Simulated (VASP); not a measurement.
# Ir3O2 (P-3m1) in VASP: a series of runs

Ir3O2 is run at these levels: PBE; tasks: single point, relaxation of cell and atoms.

Everything below comes from runs of VASP 6.6.1. Logs are shortened: lines on timing, memory, paths and dates and some standing lists are left out, and cuts for length are marked.

### Step 1. The cell of the first run

Symmetry: P-3m1, No. 164, trigonal system. Conventional cell: a = 3.670 Å, b = 3.670 Å, c = 5.627 Å, α = 90.00°, β = 90.00°, γ = 120.00°. Within 3.4 Å of Ir (site symmetry -3m) lie 6 Ir at 2.55 Å and 6 O at 3.05 Å. Ir (site symmetry 3m) has 4 O at 2.01 to 2.25 Å and 3 Ir at 2.55 Å within 2.7 Å. Within 2.7 Å of O (site symmetry 3m) lie 4 Ir at 2.01 to 2.25 Å and 3 O at 2.46 Å.

### Step 2. Single point, PBE

The input, INCAR:

```
ALGO = Normal
EDIFF = 1E-6
ENCUT = 520
GGA = PE
ISIF = 2
ISMEAR = 0
LASPH = T
LCHARG = F
LREAL = F
LWAVE = F
NBANDS = 28
NELM = 80
PREC = Accurate
SIGMA = 0.1
```

The input, KPOINTS:

```
k-points
0
Gamma
  12 12 8
```

The input, POSCAR:

```
Ir3O2
1.0
    3.6700045380      0.0000000000      0.0000000000
   -1.8350022690      3.1783171619      0.0000000000
    0.0000000000      0.0000000000      5.6268442208
Ir O
3 2
Direct
    0.0000000000      0.0000000000      0.0000000000
    0.3333333333      0.6666666667      0.7473861194
    0.6666666667      0.3333333333      0.2526138806
    0.3333333333      0.6666666667      0.3897307234
    0.6666666667      0.3333333333      0.6102692766
```

Potentials or basis: VASP PAW PBE potentials, release 64 (Ir, O).

Run with:

```bash
> cat potpaw_PBE.64/Ir/POTCAR potpaw_PBE.64/O/POTCAR > POTCAR
> mpirun -np 1 vasp_std > vasp.out
```

OUTCAR:

```text
EDIFF = 1E-6
   ENCUT = 520
   GGA = PE
   ISIF = 2
   ISMEAR = 0
   LASPH = T
   LREAL = F
   NELM = 80
   PREC = Accurate

 ion  position               nearest neighbor table
   1  0.000  0.000  0.000-   2 2.55   3 2.55   2 2.55   3 2.55   3 2.55   2 2.55
   2  0.333  0.667  0.747-   4 2.01   5 2.25   5 2.25   5 2.25   1 2.55   1 2.55   1 2.55
   3  0.667  0.333  0.253-   5 2.01   4 2.25   4 2.25   4 2.25   1 2.55   1 2.55   1 2.55
   4  0.333  0.667  0.390-   2 2.01   3 2.25   3 2.25   3 2.25
   5  0.667  0.333  0.610-   3 2.01   2 2.25   2 2.25   2 2.25

  LATTYP: Found a hexagonal cell.
 ALAT       =     3.6700045380
 C/A-ratio  =     1.5331981643

  Lattice vectors:

 A1 = (   3.6700045380,   0.0000000000,   0.0000000000)
 A2 = (  -1.8350022690,   3.1783171619,   0.0000000000)
 A3 = (   0.0000000000,   0.0000000000,   5.6268442208)

Analysis of symmetry for initial positions (statically):
=====================================================================
 Subroutine PRICEL returns:
 Original cell was already a primitive cell.

 Routine SETGRP: Setting up the symmetry group for a
 hexagonal supercell.

 Subroutine GETGRP returns: Found 12 space group operations
 (whereof 12 operations were pure point group operations)
 out of a pool of 24 trial point group operations.

The static configuration has the point symmetry D_3d.

Analysis of symmetry for dynamics (positions and initial velocities):
=====================================================================
 Subroutine PRICEL returns:
 Original cell was already a primitive cell.

 Routine SETGRP: Setting up the symmetry group for a
 hexagonal supercell.

 Subroutine GETGRP returns: Found 12 space group operations
 (whereof 12 operations were pure point group operations)
 out of a pool of 24 trial point group operations.

The dynamic configuration has the point symmetry D_3d.

 Subroutine INISYM returns: Found 12 space group operations
 (whereof 12 operations are pure point group operations),
 and found     1 'primitive' translations

----------------------------------------------------------------------------------------

                                     Primitive cell

  volume of cell :      65.6340

  direct lattice vectors                    reciprocal lattice vectors
     3.670004538  0.000000000  0.000000000     0.272479227  0.157315955  0.000000000
    -1.835002269  3.178317162  0.000000000     0.000000000  0.314631910  0.000000000
     0.000000000  0.000000000  5.626844221     0.000000000  0.000000000  0.177719510

  length of vectors
     3.670004538  3.670004538  5.626844221     0.314631910  0.314631910  0.177719510

  position of ions in fractional coordinates (direct lattice)
     0.000000000  0.000000000  0.000000000
     0.333333333  0.666666667  0.747386119
     0.666666667  0.333333333  0.252613881
     0.333333333  0.666666667  0.389730723
     0.666666667  0.333333333  0.610269277

  ion indices of the primitive-cell ions
   primitive index   ion index
                 1           1
                 2           2
                 3           3
                 4           4
                 5           5

----------------------------------------------------------------------------------------

 KPOINTS: k-points

Automatic generation of k-mesh.
 Grid dimensions read from file:
 generate k-points for:   12   12    8

 Generating k-lattice:

  Cartesian coordinates                     Fractional coordinates (reciprocal lattice)
     0.022706602  0.013109663  0.000000000     0.083333333  0.000000000  0.000000000
     0.000000000  0.026219326  0.000000000     0.000000000  0.083333333  0.000000000
     0.000000000  0.000000000  0.022214939     0.000000000  0.000000000  0.125000000

  Length of vectors
     0.026219326  0.026219326  0.022214939

  Shift w.r.t. Gamma in fractional coordinates (k-lattice)
     0.000000000  0.000000000  0.000000000

 Subroutine IBZKPT returns following result:
 ===========================================

 Found    131 irreducible k-points:

 Following reciprocal coordinates:
            Coordinates               Weight
  0.000000  0.000000  0.000000      1.000000
  0.083333  0.000000  0.000000      6.000000
  0.166667  0.000000  0.000000      6.000000
  0.250000  0.000000  0.000000      6.000000
  0.333333  0.000000  0.000000      6.000000
  0.416667  0.000000  0.000000      6.000000
[... 16 lines left out ...]
  0.166667  0.000000  0.125000      6.000000
  0.000000  0.166667  0.125000      6.000000
 [... further k-points ...]
   k-points           NKPTS =    131   k-points in BZ     NKDIM =    131   number of bands    NBANDS=     28
   number of dos      NEDOS =    301   number of ions     NIONS =      5
   total plane-waves  NPLWV =  32928
   dimension x,y,z NGX =    28 NGY =   28 NGZ =   42
   dimension x,y,z NGXF=    56 NGYF=   56 NGZF=   84
   ions per type =               3   2
   NGX,Y,Z   is equivalent  to a cutoff of  12.68, 12.68, 12.41 a.u.
   NGXF,Y,Z  is equivalent  to a cutoff of  25.37, 25.37, 24.82 a.u.
 SYSTEM =  unknown system
   PREC   = accura    normal or accurate (medium, high low for compatibility)
   ISTART =      0    job   : 0-new  1-cont  2-samecut
   ICHARG =      2    charge: 1-file 2-atom 10-const
   ISPIN  =      1    spin polarized calculation?
   LNONCOLLINEAR =      F non collinear calculations
   LSORBIT =      F    spin-orbit coupling
   LASPH  =      T    aspherical Exc in radial PAW
   ENCUT  =  520.0 eV  38.22 Ry    6.18 a.u.   6.82  6.82 10.46*2*pi/ulx,y,z
   NELM   =     80;   NELMIN=  2; NELMDL= -5     # of ELM steps
   EDIFF  = 0.1E-05   stopping-criterion for ELM
   LREAL  =      F    real-space projection
[... 7 lines left out ...]
   TEBEG  =    0.0;   TEEND  =   0.0 temperature during run
   PSTRESS=    0.0 pullay stress
   NELECT =      39.0000    total number of electrons
   NUPDOWN=      -1.0000    fix difference up-down
   EMIN   =  10.00;   EMAX   =-10.00  energy-range for DOS
   EFERMI =   0.00;   METHOD = LEGACY
   ISMEAR =     0;   SIGMA  =   0.10  broadening in eV -4-tet -1-fermi 0-gaus
   EFERMI_NEDOS =   21; number of points for ismear=-14 and -15
   IALGO  =     38    algorithm
   IMIX   =      4    mixing-type and parameters
     AMIX     =   0.40;   BMIX     =  1.00
     AMIX_MAG =   1.60;   BMIX_MAG =  1.00
  volume/ion in A,a.u.               =      13.13        88.58
  Fermi-wavevector in a.u.,A,eV,Ry     =   1.376322  2.600872 25.773011  1.894263
  Thomas-Fermi vector in A             =   2.501577
   LORBIT       =      0    0 simple, 1 ext, 2 COOP (PROOUT), +10 PAW based schemes
   GGA     = PE    functional components
   LHFCALC =     F    Hartree Fock is set to
   AEXX    =    0.0000 exact exchange contribution
   IVDW    =     0    specifies the selected vdW correction
   LEPSILON=     F    determine dielectric tensor
   LRPA    =     F    only Hartree local field effects (RPA)
 non-spin polarized calculation
 Gauss-broadening in eV      SIGMA  =   0.10
  energy-cutoff  :      520.00
  volume of cell :       65.63
 maximum number of plane-waves:      1791
   NGX = 13   NGY = 13   NGZ = 21

 number of electron      39.0000006 magnetization

 Free energy of the ion-electron system (eV)
  ---------------------------------------------------
  ext. energy  EPLUGINS =         0.00000000
  ---------------------------------------------------
  free energy    TOTEN  =       -34.73305719 eV

  energy without entropy =      -34.70452933  energy(sigma->0) =      -34.71879326

 E-fermi :   6.7881     XC(G=0): -12.5040

 val. band max:        6.7877027697   @ k =   0.1667   0.0000   0.3750
 cond. band min:       6.7936263329   @ k =   0.2500   0.1667   0.3750
 fundamental gap:      0.0059235631
 Fermi energy:         6.7881252882

 k-point     1 :       0.0000    0.0000    0.0000
  band No.  band energies     occupation
      1     -13.2178      2.00000
      2     -11.5555      2.00000
      3      -0.7710      2.00000
      4      -0.2130      2.00000
      5      -0.2130      2.00000
      6       0.6138      2.00000
[... 20 lines left out ...]
     27      17.9987      0.00000
     28      17.9987      0.00000

 k-point     2 :       0.0833    0.0000    0.0000
  band No.  band energies     occupation
      1     -13.1850      2.00000
      2     -11.5727      2.00000
      3      -0.6990      2.00000
      4      -0.1906      2.00000
      5      -0.1548      2.00000
      6       0.6196      2.00000
[... 20 lines left out ...]
     27      17.2766      0.00000
     28      17.9068      0.00000

 k-point     3 :       0.1667    0.0000    0.0000
  band No.  band energies     occupation
      1     -13.0915      2.00000
      2     -11.6246      2.00000
      3      -0.4884      2.00000
      4      -0.1279      2.00000
      5      -0.0682      2.00000
      6       0.5982      2.00000
[... 20 lines left out ...]
     27      15.8054      0.00000
     28      17.4905      0.00000

 k-point     4 :       0.2500    0.0000    0.0000
  band No.  band energies     occupation
      1     -12.9501      2.00000
      2     -11.7103      2.00000
      3      -0.2044      2.00000
      4      -0.1572      2.00000
      5      -0.0368      2.00000
      6       0.5866      2.00000
[... 20 lines left out ...]
     27      15.0749      0.00000
     28      16.8642      0.00000

 k-point     5 :       0.3333    0.0000    0.0000
  band No.  band energies     occupation
      1     -12.7820      2.00000
      2     -11.8241      2.00000
      3      -0.4934      2.00000
      4       0.0645      2.00000
      5       0.2091      2.00000
      6       0.7230      2.00000
[... 20 lines left out ...]
     27      15.4821      0.00000
     28      16.3454      0.00000

 k-point     6 :       0.4167    0.0000    0.0000
  band No.  band energies     occupation
      1     -12.6229      2.00000
      2     -11.9444      2.00000
      3      -0.7239      2.00000
      4       0.1485      2.00000
      5       0.4408      2.00000
      6       1.0583      2.00000
[... 463 lines left out ...]
      5      -0.1182      2.00000
      6       0.1907      2.00000
[... 20 lines left out ...]
     27      17.5985      0.00000
     28      17.6496      0.00000

 k-point    22 :       0.0000    0.0833    0.1250
  band No.  band energies     occupation
      1     -13.1787      2.00000
      2     -11.5737      2.00000
      3      -0.7887      2.00000
      4      -0.1512      2.00000
      5      -0.1340      2.00000
      6       0.1884      2.00000
[... 20 lines left out ...]
     27      17.0653      0.00000
     28      18.2219      0.00000

 k-point    23 :       0.1667    0.0000    0.1250
  band No.  band energies     occupation
      1     -13.0866      2.00000
      2     -11.6244      2.00000
      3      -0.6602      2.00000
      4      -0.1349      2.00000
      5      -0.0720      2.00000
      6       0.3776      2.00000
[... 20 lines left out ...]
     27      16.0439      0.00000
     28      17.0648      0.00000

 k-point    24 :       0.0000    0.1667    0.1250
  band No.  band energies     occupation
      1     -13.0860      2.00000
      2     -11.6244      2.00000
      3      -0.6618      2.00000
      4      -0.1523      2.00000
      5      -0.0565      2.00000
      6       0.3904      2.00000
[... 20 lines left out ...]
     27      15.6915      0.00000
     28      17.7907      0.00000

 [... further k-points ...]
[... 5 lines left out ...]
  --------------------------------------------------------------------------------------
  -------------------------------------------------------------------------------------
  Total        0.0630498      0.0630498      0.6325858      0.0000000      0.0000000      0.0000000
  in kB        1.5390948      1.5390948     15.4419210      0.0000000      0.0000000      0.0000000
  external PRESSURE =       6.1733702 kB  Pullay stress =       0.0000000 kB

 VOLUME and BASIS-vectors are now :
 -----------------------------------------------------------------------------
  energy-cutoff  :      520.00
  volume of cell :       65.63
      direct lattice vectors                 reciprocal lattice vectors
     3.670004538  0.000000000  0.000000000     0.272479227  0.157315955  0.000000000
    -1.835002269  3.178317162  0.000000000     0.000000000  0.314631910  0.000000000
     0.000000000  0.000000000  5.626844221     0.000000000  0.000000000  0.177719510

 POSITION                                       TOTAL-FORCE (eV/Angst)
 -----------------------------------------------------------------------------------
      0.00000      0.00000      0.00000         0.000000      0.000000      0.000000
     -0.00000      2.11888      4.20543         0.000000      0.000000      0.115515
      1.83500      1.05944      1.42142         0.000000     -0.000000     -0.115515
     -0.00000      2.11888      2.19295        -0.000000      0.000000     -0.155117
      1.83500      1.05944      3.43389        -0.000000      0.000000      0.155117
 -----------------------------------------------------------------------------------
    total drift:                                0.000000      0.000000      0.000000

  FREE ENERGIE OF THE ION-ELECTRON SYSTEM (eV)
  ---------------------------------------------------
  free  energy   TOTEN  =       -34.7330571865 eV

  energy  without entropy=      -34.7045293340  energy(sigma->0) =      -34.71879326
```

Run time: 98 s. Hardware: 1 thread of Intel Xeon 6975P-C (Granite Rapids), shared host; peak memory 0.32 GiB.

What came out:

```yaml
Free_energy: -34.7331 eV
Pressure: 0.6 GPa
Largest_force: 0.155 eV/Å
```

Forces on the atoms (eV/Å):
```
Ir   0.000  0.000  0.000
Ir   0.000  0.000  0.116
Ir   0.000  0.000 -0.116
O    0.000  0.000 -0.155
O    0.000  0.000  0.155
```

Caveat: spin-orbit coupling is left out, which moves the levels of the heavy elements; an odd number of electrons without spin polarisation forces a metal; a magnetic or distorted state may lie lower.

### Step 3. Relaxation of cell and atoms, PBE

The input, INCAR:

```
PREC = Accurate ; ENCUT = 600
EDIFF = 1E-6 ; ISMEAR = 0
SIGMA = 0.1 ; LREAL = False
LASPH = True ; NELM = 80
ALGO = Normal ; ISIF = 3
LWAVE = False ; LCHARG = False
GGA = PE ; IBRION = 2
NSW = 100 ; EDIFFG = -0.01
```

The input, KPOINTS:

```
regular mesh
0
Gamma
  12 12 8
```

The input, POSCAR:

```
Ir3O2
1.0
    3.6656462566      0.0000000000      0.0000000000
   -1.8328231283      3.1745427795      0.0000000000
    0.0000000000      0.0000000000      5.6347354016
Ir O
3 2
Direct
    0.0000000000      0.0000000000      0.0000000000
    0.3333333333      0.6666666667      0.7471377564
    0.6666666667      0.3333333333      0.2528622436
    0.3333333333      0.6666666667      0.3887321288
    0.6666666667      0.3333333333      0.6112678712
```

Potentials or basis: VASP PAW PBE potentials, release 64 (Ir, O).

Run with:

```bash
> cat potpaw_PBE.64/Ir/POTCAR potpaw_PBE.64/O/POTCAR > POTCAR
> mpirun -np 1 vasp_std > vasp.out
```

Run time: 9.1 min. Hardware: 1 thread of Intel Xeon 6975P-C (Granite Rapids), shared host; peak memory 0.35 GiB.

Results (log left out):

```yaml
Free_energy: -34.7410 eV
Relaxed_volume: 13.11 Å³/atom
Relaxed_cell: a = 3.652 Å, b = 3.652 Å, c = 5.677 Å, α = 90.00°, β = 90.00°, γ = 120.00°
Space_group_after_relaxing_to_0.05_Å: P-3m1 (No. 164)
Energy_gained_by_relaxing: 0.5 meV/atom
Ionic_steps: 10
Pressure_after_relaxing: 0.1 GPa
Largest_force_after_relaxing: 0.010 eV/Å
```

Forces on the atoms (eV/Å):
```
Ir   0.000  0.000  0.000
Ir   0.000  0.000 -0.003
Ir   0.000  0.000  0.003
O    0.000  0.000  0.010
O    0.000  0.000 -0.010
```

Step by step:
| step | energy change (eV) | largest force (eV/Å) | pressure (GPa) | volume (Å³) |
| --- | --- | --- | --- | --- |
| 1 | 0.0000 | 0.0958 | 0.60 | 65.57 |
| 2 | 0.0005 | 0.1096 | -1.47 | 66.04 |
| 3 | -0.0011 | 0.0437 | -0.34 | 65.78 |
| 4 | -0.0016 | 0.0632 | 0.03 | 65.64 |
| 5 | -0.0016 | 0.0792 | 0.17 | 65.60 |
| 6 | -0.0021 | 0.0542 | 0.07 | 65.59 |
| 7 | -0.0022 | 0.0262 | -0.04 | 65.59 |
| 8 | -0.0023 | 0.0228 | -0.07 | 65.59 |
| 9 | -0.0023 | 0.0099 | 0.17 | 65.54 |
| 10 | -0.0023 | 0.0099 | 0.07 | 65.56 |

Final structure:
```xyz
5
Lattice="3.6517 0.0000 0.0000 -1.8258 3.1624 0.0000 0.0000 0.0000 5.6771" Properties=species:S:1:pos:R:3 pbc="T T T"
Ir    0.0000    0.0000    5.6771
Ir    0.0000    2.1083    4.2382
Ir    1.8258    1.0541    1.4389
O     0.0000    2.1083    2.1963
O     1.8258    1.0541    3.4809
```

Levels at points of the mesh, in eV from the Fermi level:
```tsv
k point	band 17	band 18	band 19	band 20	band 21	band 22	band 23
(0.00, 0.00, 0.00)	-1.88	0.38	0.38	0.45	0.45	2.08	3.23
(0.50, 0.00, 0.00)	-1.40	-1.08	-0.87	-0.30	-0.21	1.34	1.84
(0.00, 0.00, 0.50)	-0.59	0.37	0.37	0.54	0.54	1.07	2.10
(0.50, 0.00, 0.50)	-1.59	-1.22	-0.63	-0.29	0.11	0.30	1.70
```

Caveat: spin-orbit coupling is left out, which moves the levels of the heavy elements; an odd number of electrons without spin polarisation forces a metal; a magnetic or distorted state may lie lower.
